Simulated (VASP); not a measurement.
# HF in VASP: further runs, part 2 of 3

VASP 6.6.1. The steps go on from the part before.

## (4) Single point, PBE+D3(BJ)

Contents of INCAR:

```
SYSTEM = HF
ALGO = Normal
EDIFF = 1E-6
ENCUT = 520
GGA = PE
ISIF = 2
ISMEAR = -1
IVDW = 12
LASPH = .True.
LCHARG = .False.
LREAL = Auto
LWAVE = .False.
NBANDS = 56
NELM = 100
PREC = Accurate
SIGMA = 0.02
```

Contents of KPOINTS:

```
k-points
0
Gamma
  1 1 1
  0 0 0
```

Contents of POSCAR:

```
HF
1.0
    6.4792240000      0.0000000000      0.0000000000
    0.0000000000      6.4792240000      0.0000000000
    0.0000000000      0.0000000000      6.4792240000
F H
10 10
Direct
    0.2883987342      0.5888359470      0.7618504932
    0.6185462951      0.4354225136      0.6999449317
    0.8575718327      0.6814087613     -0.0656405767
    0.4824806180      0.2146399013      0.4293261045
    0.4446674478      0.2623616655      1.0526877910
    0.4975287164      0.8391128320      1.0170816752
    0.0564573782      0.2111055275      0.8906313472
    0.7036953808      0.9327660226      0.5471025543
    0.8803060366      0.0239534858      0.2042682889
    1.0503418311      0.9905198524      0.5945310735
    0.4021777917      0.5165587731      0.7288218466
    0.7228026072      0.5128391919      0.7818220207
    0.7480371106      0.7563714420     -0.0014353571
    0.5061408588      0.2304133952      0.2921183154
    0.2979832153      0.2373586713      1.0436743659
    0.4188310205      0.7493026943      0.9291699129
    0.0319482703      0.1201224097      0.7633012842
    0.6301680572      1.0533977526      0.4949821151
    0.9499440056      0.0894242891      0.0917085132
    0.9121617033      0.9375505462      0.5454974238
```

Potentials or basis: VASP PAW PBE potentials, release 64 (F, H).

Started as:

```sh
$ cat potpaw_PBE.64/F/POTCAR potpaw_PBE.64/H/POTCAR > POTCAR
$ mpirun -np 1 vasp_gam > vasp.out
```

OUTCAR:

```text
SYSTEM = HF
   EDIFF = 1E-6
   ENCUT = 520
   GGA = PE
   ISIF = 2
   ISMEAR = -1
   IVDW = 12
   LASPH = .True.
   LREAL = Auto
   NELM = 100
   PREC = Accurate
 IVDW          = 12

 ion  position               nearest neighbor table
   1  0.288  0.589  0.762-  11 0.90
   2  0.619  0.435  0.700-  12 0.99
   3  0.858  0.681  0.934-  13 0.96
   4  0.482  0.215  0.429-  14 0.91
   5  0.445  0.262  0.053-  15 0.97
   6  0.498  0.839  0.017-  16 0.96
   7  0.056  0.211  0.891-  17 1.03
   8  0.704  0.933  0.547-  18 0.98  20 1.35
   9  0.880  0.024  0.204-  19 0.96
  10  0.050  0.991  0.595-  20 1.01  17 1.38
  11  0.402  0.517  0.729-   1 0.90
  12  0.723  0.513  0.782-   2 0.99
  13  0.748  0.756  0.999-   3 0.96
  14  0.506  0.230  0.292-   4 0.91
  15  0.298  0.237  0.044-   5 0.97
  16  0.419  0.749  0.929-   6 0.96
  17  0.032  0.120  0.763-   7 1.03  10 1.38
  18  0.630  0.053  0.495-   8 0.98
  19  0.950  0.089  0.092-   9 0.96
  20  0.912  0.938  0.545-  10 1.01   8 1.35

  LATTYP: Found a simple cubic cell.
 ALAT       =     6.4792240000

  Lattice vectors:

 A1 = (   6.4792240000,   0.0000000000,   0.0000000000)
 A2 = (   0.0000000000,   6.4792240000,   0.0000000000)
 A3 = (   0.0000000000,   0.0000000000,   6.4792240000)

Analysis of symmetry for initial positions (statically):
=====================================================================
 Subroutine PRICEL returns:
 Original cell was already a primitive cell.

 Routine SETGRP: Setting up the symmetry group for a
 simple cubic supercell.

 Subroutine GETGRP returns: Found  1 space group operations
 (whereof  1 operations were pure point group operations)
 out of a pool of 48 trial point group operations.

The static configuration has the point symmetry C_1 .

Analysis of symmetry for dynamics (positions and initial velocities):
[... 143 lines left out ...]
     AMIX_MAG =   1.60;   BMIX_MAG =  1.00
  volume/ion in A,a.u.               =      13.60        91.78
  Fermi-wavevector in a.u.,A,eV,Ry     =   1.088717  2.057378 16.127062  1.185306
  Thomas-Fermi vector in A             =   2.224905
   LORBIT       =      0    0 simple, 1 ext, 2 COOP (PROOUT), +10 PAW based schemes
   GGA     = PE    functional components
   LHFCALC =     F    Hartree Fock is set to
   AEXX    =    0.0000 exact exchange contribution
   IVDW    =    12    specifies the selected vdW correction
   LEPSILON=     F    determine dielectric tensor
   LRPA    =     F    only Hartree local field effects (RPA)
 non-spin polarized calculation
  energy-cutoff  :      520.00
  volume of cell :      272.00
 maximum number of plane-waves:      3625
   NGX = 25   NGY = 25   NGZ = 25

 number of electron      80.0000046 magnetization

 Free energy of the ion-electron system (eV)
  ---------------------------------------------------
  ext. energy  EPLUGINS =         0.00000000
  ---------------------------------------------------
  free energy    TOTEN  =       -81.75392302 eV

  energy without entropy =      -81.75392302  energy(sigma->0) =      -81.75392302

 E-fermi :  -5.9726     XC(G=0):  -6.2619

 val. band max:       -6.4816823124   @ k =   0.0000   0.0000   0.0000
 cond. band min:       0.6757070435   @ k =   0.0000   0.0000   0.0000
 fundamental gap:      7.1573893559
 Fermi energy:        -5.9726259217

 k-point     1 :       0.0000    0.0000    0.0000
  band No.  band energies     occupation
      1     -28.6470      2.00000
      2     -28.0223      2.00000
      3     -27.9655      2.00000
      4     -27.7177      2.00000
      5     -27.5717      2.00000
      6     -27.3837      2.00000
[... 44 lines left out ...]
     51       6.8948      0.00000
     52       7.0842      0.00000
 [bands above 52 left out]

------------------------ aborting loop because EDIFF is reached ----------------------------------------

 Edisp (eV)   -0.47678

 E8    (eV) :    -0.0962

  FORCE on cell =-STRESS in cart. coord.  units (eV):
  Direction    XX          YY          ZZ          XY          YZ          ZX
  --------------------------------------------------------------------------------------
  -------------------------------------------------------------------------------------
  Total       3.02500     1.12829     3.44585    -2.57490    -0.79726    -2.14225
  in kB      17.81831     6.64602    20.29731   -15.16709    -4.69615   -12.61860
  external pressure =       14.92 kB  Pullay stress =        0.00 kB

 VOLUME and BASIS-vectors are now :
 -----------------------------------------------------------------------------
  energy-cutoff  :      520.00
  volume of cell :      272.00
      direct lattice vectors                 reciprocal lattice vectors
     6.479224000  0.000000000  0.000000000     0.154339470  0.000000000  0.000000000
     0.000000000  6.479224000  0.000000000     0.000000000  0.154339470  0.000000000
     0.000000000  0.000000000  6.479224000     0.000000000  0.000000000  0.154339470

 POSITION                                       TOTAL-FORCE (eV/Angst)
 -----------------------------------------------------------------------------------
      1.86860      3.81520      4.93620        -3.315496      2.504213      1.286383
      4.00770      2.82120      4.53510         1.631592      0.625150      0.742372
      5.55640      4.41500      6.05392         0.013838     -0.555628     -0.359220
      3.12610      1.39070      2.78170        -0.295703     -0.703102      3.049119
      2.88110      1.69990      0.34138        -0.642288      0.036554      0.203579
      3.22360      5.43680      0.11068         0.166319     -0.194402      0.030582
[... 12 lines left out ...]
      6.15490      0.57940      0.59420        -0.017545      0.139048     -0.203882
      5.91010      6.07460      3.53440         0.301490      0.614456      0.331863
 -----------------------------------------------------------------------------------
    total drift:                               -0.015261     -0.001390      0.001204

  FREE ENERGIE OF THE ION-ELECTRON SYSTEM (eV)
  ---------------------------------------------------
  free  energy   TOTEN  =       -82.2307073419 eV

  energy  without entropy=      -82.2307073418  energy(sigma->0) =      -82.23070734
```

stdout:

```text
POSCAR found type information on POSCAR F H
 POSCAR found :  2 types and      20 ions
 scaLAPACK will be used
 LDA part: xc-table for (Slater+PW92), standard interpolation
 POSCAR, INCAR and KPOINTS ok, starting setup
 FFT: planning ... GRIDC
 FFT: planning ... GRID_SOFT
 FFT: planning ... GRID
 WAVECAR not read
 entering main loop
```

Run time: 14 s. Hardware: 1 thread of AMD EPYC 9R45 (Zen 5), shared host; peak memory 0.26 GiB.

Results:

* Free energy: -82.2307 eV
* Pressure: 1.5 GPa
* Largest force: 4.350 eV/Å
* Band gap on the k mesh: 7.16 eV
* Dispersion energy per atom: -0.024 eV

Forces in eV/Å, atoms in the order of the input:
```
F   -3.315  2.504  1.286
F    1.632  0.625  0.742
F    0.014 -0.556 -0.359
F   -0.296 -0.703  3.049
F   -0.642  0.037  0.204
F    0.166 -0.194  0.031
F   -0.257 -0.350  0.128
F   -0.530 -0.758  0.209
F   -0.034  0.095 -0.187
F    0.301 -0.086  0.080
H    3.162 -2.093 -1.057
H   -0.629 -0.405 -0.452
H   -0.362  0.312  0.148
H    0.186  0.461 -3.380
H    0.519  0.108 -0.470
H   -0.407 -0.050 -0.185
H    0.563  0.052  0.149
H   -0.355  0.246 -0.064
H   -0.018  0.139 -0.204
H    0.301  0.614  0.332
```

Stress tensor (GPa, compression positive):
```
 1.78 -1.52 -1.26
-1.52  0.66 -0.47
-1.26 -0.47  2.03
```

Caveat: the k points lie up to 0.97 Å⁻¹ apart.

(Part 2 of 3 ends here.)
